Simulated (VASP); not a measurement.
# CoO (I4/mmm) in VASP: single point with PBE

Aim: the single point of CoO with PBE.

Program: VASP 6.6.1. These are calculated values, not measurements. Logs are shortened: lines on timing, memory, paths and dates and some standing lists are left out, and cuts for length are marked.

## (1) The cell of the first run

It takes space group I4/mmm (No. 139, tetragonal). Conventional cell: a = 3.014 Å, b = 3.014 Å, c = 4.178 Å, α = 90.00°, β = 90.00°, γ = 90.00°. Within 2.8 Å of Co (site symmetry 4/mmm) lie 6 O at 2.09 to 2.13 Å. O (site symmetry 4/mmm) has 6 Co at 2.09 to 2.13 Å within 2.8 Å.

## (2) Single point, PBE, collinear spin, ferromagnetic start (strain -0.0200 x Voigt [1, 0, 0, 0, 0, 0])

The input, INCAR:

```
  PREC = Accurate
  ENCUT = 520
  EDIFF = 1E-6
  ISMEAR = 0
  SIGMA = 0.15
  LREAL = False
  LASPH = True
  NELM = 150
  ALGO = Normal
  ISIF = 2
  LWAVE = False
  LCHARG = False
  ISPIN = 2
  MAGMOM = 2.73 0.34
  LORBIT = 11
  LMAXMIX = 4
  GGA = PE
  NBANDS = 18
```

The input, KPOINTS:

```
Automatic mesh
0
Gamma
  20 20 20
```

The input, POSCAR:

```
CoO
1.0
    0.0000000000      2.1315000000      2.1315000000
    2.0888700000      0.0000000000      2.1315000000
    2.0888700000      2.1315000000      0.0000000000
Co O
1 1
Direct
    0.0000000000      0.0000000000      0.0000000000
    0.5000000000      0.5000000000      0.5000000000
```

Potentials or basis: VASP PAW PBE potentials, release 64 (Co, O).

Command:

```
$ cat potpaw_PBE.64/Co/POTCAR potpaw_PBE.64/O/POTCAR > POTCAR
$ mpirun -np 1 vasp_std > vasp.out
```

OUTCAR:

```text
PREC = Accurate
   ENCUT = 520
   EDIFF = 1E-6
   ISMEAR = 0
   LREAL = False
   LASPH = True
   NELM = 150
   ISIF = 2
   ISPIN = 2
   LORBIT = 11
   GGA = PE

 ion  position               nearest neighbor table
   1  0.000  0.000  0.000-   2 2.09   2 2.09   2 2.13   2 2.13   2 2.13   2 2.13
   2  0.500  0.500  0.500-   1 2.09   1 2.09   1 2.13   1 2.13   1 2.13   1 2.13

  LATTYP: Found a body centered tetragonal cell.
 ALAT       =     3.0143962082
 C/A-ratio  =     1.3859292911

  Lattice vectors:

 A1 = (  -2.0888700000,   0.0000000000,  -2.1315000000)
 A2 = (  -2.0888700000,   0.0000000000,   2.1315000000)
 A3 = (   2.0888700000,   2.1315000000,   0.0000000000)

Analysis of symmetry for initial positions (statically):
=====================================================================
 Subroutine PRICEL returns:
 Original cell was already a primitive cell.

 Routine SETGRP: Setting up the symmetry group for a
 body centered tetragonal supercell.

 Subroutine GETGRP returns: Found 16 space group operations
 (whereof 16 operations were pure point group operations)
 out of a pool of 16 trial point group operations.

The static configuration has the point symmetry D_4h.

Analysis of symmetry for dynamics (positions and initial velocities):
=====================================================================
 Subroutine PRICEL returns:
 Original cell was already a primitive cell.

 Routine SETGRP: Setting up the symmetry group for a
 body centered tetragonal supercell.

 Subroutine GETGRP returns: Found 16 space group operations
 (whereof 16 operations were pure point group operations)
 out of a pool of 16 trial point group operations.

The dynamic configuration has the point symmetry D_4h.

Analysis of structural, dynamic, and magnetic symmetry:
=====================================================================
 Subroutine PRICEL returns:
 Original cell was already a primitive cell.

 Routine SETGRP: Setting up the symmetry group for a
 body centered tetragonal supercell.

 Subroutine GETGRP returns: Found 16 space group operations
 (whereof 16 operations were pure point group operations)
 out of a pool of 16 trial point group operations.

The overall configuration has the point symmetry D_4h.

 Subroutine INISYM returns: Found 16 space group operations
 (whereof 16 operations are pure point group operations),
 and found     1 'primitive' translations

----------------------------------------------------------------------------------------

                                     Primitive cell

  volume of cell :      18.9807

  direct lattice vectors                    reciprocal lattice vectors
     0.000000000  2.131500000  2.131500000    -0.239363867  0.234576589  0.234576589
     2.088870000  0.000000000  2.131500000     0.239363867 -0.234576589  0.234576589
     2.088870000  2.131500000  0.000000000     0.239363867  0.234576589 -0.234576589

  length of vectors
     3.014396208  2.984404484  2.984404484     0.409081182  0.409081182  0.409081182

  position of ions in fractional coordinates (direct lattice)
     0.000000000  0.000000000  0.000000000
     0.500000000  0.500000000  0.500000000

  ion indices of the primitive-cell ions
   primitive index   ion index
                 1           1
                 2           2

----------------------------------------------------------------------------------------

 KPOINTS: Automatic mesh

Automatic generation of k-mesh.
 Grid dimensions read from file:
 generate k-points for:   20   20   20

 Generating k-lattice:

  Cartesian coordinates                     Fractional coordinates (reciprocal lattice)
    -0.011968193  0.011728829  0.011728829     0.050000000  0.000000000  0.000000000
     0.011968193 -0.011728829  0.011728829     0.000000000  0.050000000  0.000000000
     0.011968193  0.011728829 -0.011728829     0.000000000  0.000000000  0.050000000

  Length of vectors
     0.020454059  0.020454059  0.020454059

  Shift w.r.t. Gamma in fractional coordinates (k-lattice)
     0.000000000  0.000000000  0.000000000

 Subroutine IBZKPT returns following result:
 ===========================================

 Found    641 irreducible k-points:

 Following reciprocal coordinates:
            Coordinates               Weight
  0.000000  0.000000  0.000000      1.000000
  0.050000  0.000000  0.000000      8.000000
  0.100000  0.000000  0.000000      8.000000
  0.150000  0.000000  0.000000      8.000000
  0.200000  0.000000  0.000000      8.000000
  0.250000  0.000000  0.000000      8.000000
[... 16 lines left out ...]
 -0.400000  0.050000  0.000000     16.000000
 -0.350000  0.050000  0.000000     16.000000
 [... further k-points ...]
   k-points           NKPTS =    641   k-points in BZ     NKDIM =    641   number of bands    NBANDS=     18
   number of dos      NEDOS =    301   number of ions     NIONS =      2
   total plane-waves  NPLWV =  13824
   dimension x,y,z NGX =    24 NGY =   24 NGZ =   24
   dimension x,y,z NGXF=    48 NGYF=   48 NGZF=   48
   ions per type =               1   1
   NGX,Y,Z   is equivalent  to a cutoff of  13.24, 13.37, 13.37 a.u.
   NGXF,Y,Z  is equivalent  to a cutoff of  26.47, 26.74, 26.74 a.u.
 SYSTEM =  unknown system
   PREC   = accura    normal or accurate (medium, high low for compatibility)
   ISTART =      0    job   : 0-new  1-cont  2-samecut
   ICHARG =      2    charge: 1-file 2-atom 10-const
   ISPIN  =      2    spin polarized calculation?
   LNONCOLLINEAR =      F non collinear calculations
   LSORBIT =      F    spin-orbit coupling
   LASPH  =      T    aspherical Exc in radial PAW
   ENCUT  =  520.0 eV  38.22 Ry    6.18 a.u.   5.60  5.55  5.55*2*pi/ulx,y,z
   NELM   =    150;   NELMIN=  2; NELMDL= -5     # of ELM steps
   EDIFF  = 0.1E-05   stopping-criterion for ELM
   LREAL  =      F    real-space projection
   EDIFFG = 0.1E-04   stopping-criterion for IOM
   NSW    =      0    number of steps for IOM
   IBRION =     -1    ionic relax: 0-MD 1-quasi-New 2-CG
   NFREE  =      0    steps in history (QN), initial steepest desc. (CG)
   ISIF   =      2    stress and relaxation
   ISYM   =      2    0-nonsym 1-usesym 2-fastsym
   POTIM  = 0.5000    time-step for ionic-motion
   TEBEG  =    0.0;   TEEND  =   0.0 temperature during run
   PSTRESS=    0.0 pullay stress
   NELECT =      15.0000    total number of electrons
   NUPDOWN=      -1.0000    fix difference up-down
   EMIN   =  10.00;   EMAX   =-10.00  energy-range for DOS
   EFERMI =   0.00;   METHOD = LEGACY
   ISMEAR =     0;   SIGMA  =   0.15  broadening in eV -4-tet -1-fermi 0-gaus
   EFERMI_NEDOS =   21; number of points for ismear=-14 and -15
   IALGO  =     38    algorithm
   IMIX   =      4    mixing-type and parameters
     AMIX     =   0.40;   BMIX     =  1.00
     AMIX_MAG =   1.60;   BMIX_MAG =  1.00
  volume/ion in A,a.u.               =       9.49        64.04
  Fermi-wavevector in a.u.,A,eV,Ry     =   1.513566  2.860224 31.169322  2.290881
  Thomas-Fermi vector in A             =   2.623340
   LORBIT       =     11    0 simple, 1 ext, 2 COOP (PROOUT), +10 PAW based schemes
   GGA     = PE    functional components
   LHFCALC =     F    Hartree Fock is set to
   AEXX    =    0.0000 exact exchange contribution
   IVDW    =     0    specifies the selected vdW correction
   LEPSILON=     F    determine dielectric tensor
   LRPA    =     F    only Hartree local field effects (RPA)
 spin polarized calculation
 Gauss-broadening in eV      SIGMA  =   0.15
  energy-cutoff  :      520.00
  volume of cell :       18.98
 maximum number of plane-waves:       533
   NGX = 11   NGY = 11   NGZ = 11

 number of electron      15.0000003 magnetization       2.8270347

 Free energy of the ion-electron system (eV)
  ---------------------------------------------------
  ext. energy  EPLUGINS =         0.00000000
  ---------------------------------------------------
  free energy    TOTEN  =       -13.06965988 eV

  energy without entropy =      -13.02068032  energy(sigma->0) =      -13.04517010

 E-fermi :   8.1581     XC(G=0): -12.5107

 val. band max:        8.1580072245   @ k =  -0.2500   0.3000   0.3000
 cond. band min:       8.1582113752   @ k =  -0.3500   0.0500   0.0500
 fundamental gap:      0.0002041507
 Fermi energy:         8.1580561934

 spin component 1

 k-point     1 :       0.0000    0.0000    0.0000
  band No.  band energies     occupation
      1     -12.2014      1.00000
      2       4.9179      1.00000
      3       4.9189      1.00000
      4       4.9302      1.00000
      5       4.9824      1.00000
      6       4.9824      1.00000
[... 10 lines left out ...]
     17      30.4598      0.00000
     18      32.9363      0.00000
[... 463 lines left out ...]
 k-point    24 :      -0.3500    0.0500    0.0000
  band No.  band energies     occupation
      1     -11.1533      1.00000
      2       0.5065      1.00000
      3       2.2329      1.00000
      4       2.3855      1.00000
      5       5.6876      1.00000
      6       5.7586      1.00000
[... 10 lines left out ...]
     17      35.0880      0.00000
     18      37.1720      0.00000

 [... further k-points ...]

 spin component 2

 k-point     1 :       0.0000    0.0000    0.0000
  band No.  band energies     occupation
      1     -11.7315      1.00000
      2       5.4187      1.00000
      3       5.5181      1.00000
      4       5.5181      1.00000
      5       7.0010      1.00000
      6       7.0010      1.00000
[... 10 lines left out ...]
     17      31.4167      0.00000
     18      33.7711      0.00000
[... 463 lines left out ...]
 k-point    24 :      -0.3500    0.0500    0.0000
  band No.  band energies     occupation
      1     -10.6552      1.00000
      2       1.0626      1.00000
      3       3.5618      1.00000
      4       3.6447      1.00000
      5       7.7854      0.99978
      6       7.9090      0.99056
[... 10 lines left out ...]
     17      35.4664      0.00000
     18      37.6890      0.00000

 [... further k-points ...]

------------------------ aborting loop because EDIFF is reached ----------------------------------------

  FORCE on cell =-STRESS in cart. coord.  units (eV):
  Direction    XX          YY          ZZ          XY          YZ          ZX
  --------------------------------------------------------------------------------------
  -------------------------------------------------------------------------------------
  Total        0.1609463      0.1062528      0.1062528      0.0000000      0.0000000      0.0000000
  in kB       13.5856175      8.9688923      8.9688923      0.0000000      0.0000000      0.0000000
  external PRESSURE =      10.5078007 kB  Pullay stress =       0.0000000 kB

 VOLUME and BASIS-vectors are now :
 -----------------------------------------------------------------------------
  energy-cutoff  :      520.00
  volume of cell :       18.98
      direct lattice vectors                 reciprocal lattice vectors
     0.000000000  2.131500000  2.131500000    -0.239363867  0.234576589  0.234576589
     2.088870000  0.000000000  2.131500000     0.239363867 -0.234576589  0.234576589
     2.088870000  2.131500000  0.000000000     0.239363867  0.234576589 -0.234576589

 POSITION                                       TOTAL-FORCE (eV/Angst)
 -----------------------------------------------------------------------------------
      0.00000      0.00000      0.00000         0.000000      0.000000     -0.000000
      2.08887      2.13150      2.13150         0.000000      0.000000      0.000000
 -----------------------------------------------------------------------------------
    total drift:                                0.000000     -0.000000     -0.000000

  FREE ENERGIE OF THE ION-ELECTRON SYSTEM (eV)
  ---------------------------------------------------
  free  energy   TOTEN  =       -13.0696598821 eV

  energy  without entropy=      -13.0206803225  energy(sigma->0) =      -13.04517010

 total charge

# of ion       s       p       d       tot
------------------------------------------
    1        0.299   0.368   7.162   7.829
    2        1.557   3.430   0.000   4.987
--------------------------------------------------
tot          1.855   3.798   7.162  12.815

 magnetization (x)

# of ion       s       p       d       tot
------------------------------------------
    1        0.021   0.018   2.463   2.502
    2        0.029   0.248   0.000   0.277
--------------------------------------------------
tot          0.050   0.266   2.463   2.779
```

Wall time 7.6 min (1 thread of AMD EPYC 9R45 (Zen 5), shared host); peak memory 0.39 GiB.

What came out:

- Free energy: -13.0697 eV
- Pressure: 1.1 GPa
- Net moment: 2.83 μB per cell
- Site moments: Co +2.50; O +0.28 μB
- Valence electrons inside the program's atomic spheres: Co 7.83; O 4.99

Stress tensor (GPa, compression positive):
```
1.36 0.00 0.00
0.00 0.90 0.00
0.00 0.00 0.90
```

Caveat: the cell differs from its parent crystal (strain -0.0200 x Voigt [1, 0, 0, 0, 0, 0]); a cell with one magnetic atom can't hold antiferromagnetic order, which such compounds often take; semilocal functionals often make such compounds metallic where correlation or magnetic order opens a gap, which also shifts bond lengths.
